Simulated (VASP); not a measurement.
Crystal: Os.

```
Os
1.0
     0.00000    1.94500    1.94500
     1.94500    0.00000    1.94500
     1.94500    1.94500    0.00000
Os
1
Direct
  0.00000 0.00000 0.00000
```

Base run:

| Quantity | Value |
| --- | --- |
| Program | VASP 6.6.1 |
| Functional | PBEsol |
| Potentials or basis | VASP PAW PBE potentials, release 64 (Os) |
| Cutoff | 600 eV |
| k mesh | 12 × 12 × 12 |
| Occupations | methfessel-paxton, width 0.05 eV |
| Spin | no spin polarisation |

Its results: band gap on the k mesh zero (band 4 reaches 10.68 eV, above the bottom of band 5 at 7.15 eV); pressure -20.4 GPa.

Q: After a change of settings the same cell gave: band gap on the k mesh zero (band 4 reaches 10.69 eV, above the bottom of band 5 at 7.03 eV); pressure -18.7 GPa. Which change was it?
A. functional from PBEsol to r2SCAN; cutoff from 600 eV to 520 eV; dispersion from none to D4
B. cutoff from 600 eV to 520 eV; occupations from methfessel-paxton, width 0.05 eV to gaussian, width 0.02 eV; further incar settings from ALGO = Normal; EDIFF = 1e-06; NBANDS = 10 to ALGO = Normal; EDIFF = 1e-07; NBANDS = 10
C. cutoff from 600 eV to 520 eV; occupations from methfessel-paxton, width 0.05 eV to gaussian, width 0.02 eV; further incar settings from ALGO = Normal; EDIFF = 1e-06; NBANDS = 10 to ALGO = Fast; EDIFF = 1e-06; NBANDS = 10
D. functional from PBEsol to PBE; cutoff from 600 eV to 520 eV; occupations from methfessel-paxton, width 0.05 eV to fermi-dirac, width 0.05 eV

A: A.

Caveats: the PAW data sets were made with another functional, which shifts forces and pressure a little; spin-orbit coupling is left out, which moves the levels of the heavy elements; pairwise dispersion overbinds metals, which lowers pressure and volume (some runs).
